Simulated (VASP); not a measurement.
Write the native input for VASP 6.6.1 that does the following.

```yaml
Task: single point
Functional: r2SCAN
Potentials_or_basis: VASP PAW PBE potentials, release 64 (Al, N)
Cutoff: 520 eV
k_mesh: 12 × 12 × 6
Occupations: gaussian, width 0.05 eV
Spin: no spin polarisation
Dipole_correction: no
Further_INCAR_settings: ALGO = Normal; EDIFF = 1e-06; NBANDS = 16
```

Crystal: AlN.

```
CELL_PARAMETERS angstrom
3.28418 0.00000 0.00000
-1.64209 2.84419 0.00000
0.00000 0.00000 4.46684
ATOMIC_POSITIONS crystal
Al 0.33333 0.66667 0.00000
Al 0.66667 0.33333 0.50000
N 0.33333 0.66667 0.38500
N 0.66667 0.33333 0.88500
```

This cell differs from its parent crystal: ratio of the length along z to the lengths across it x 0.85, volume and fractional coordinates fixed.

These files were run (other wordings do the same):

POSCAR

```
AlN
1.0
    3.2841829056      0.0000000000      0.0000000000
   -1.6420914528      2.8441858269      0.0000000000
    0.0000000000      0.0000000000      4.4668445894
Al N
2 2
Direct
    0.3333333333      0.6666666667      0.0000000000
    0.6666666667      0.3333333333      0.5000000000
    0.3333333333      0.6666666667      0.3850000000
    0.6666666667      0.3333333333      0.8850000000
```

INCAR.step1

```
SYSTEM = AlN
  PREC = Accurate
  ENCUT = 520
  ISMEAR = 0
  SIGMA = 0.05
  LREAL = .FALSE.
  LASPH = .TRUE.
  NELM = 100
  NBANDS = 16
  GGA = PE
  ALGO = Normal
  EDIFF = 1E-4
  LWAVE = .TRUE.
  LCHARG = .FALSE.
```

INCAR.step2

```
SYSTEM = AlN
  PREC = Accurate
  ENCUT = 520
  EDIFF = 1E-6
  ISMEAR = 0
  SIGMA = 0.05
  LREAL = .FALSE.
  LASPH = .TRUE.
  NELM = 100
  ALGO = Normal
  ISIF = 2
  LWAVE = .FALSE.
  LCHARG = .TRUE.
  METAGGA = R2SCAN
  LMIXTAU = .TRUE.
  LELF = .TRUE.
  LVHAR = .TRUE.
  NBANDS = 16
  ISTART = 1
```

KPOINTS

```
regular mesh
0
G
  12 12 6
  0 0 0
```

Potentials or basis: VASP PAW PBE potentials, release 64 (Al, N).

Command:

```bash
$ cat potpaw_PBE.64/Al/POTCAR potpaw_PBE.64/N/POTCAR > POTCAR
$ cp INCAR.step1 INCAR
$ mpirun -np 1 vasp_std > vasp.out
$ cp INCAR.step2 INCAR
$ mpirun -np 1 vasp_std > vasp.out
```

It gave:

```yaml
Pressure: 3.8 GPa
Largest_force: 3.209 eV/Å
Band_gap_on_the_k_mesh: 4.39 eV, direct
```

Caveat: the PAW data sets were made with another functional, which shifts forces and pressure a little.

It took 40 s on 1 thread of Intel(R) Xeon(R) 6975P-C (Granite Rapids), on a shared host, peak memory 0.18 GiB.
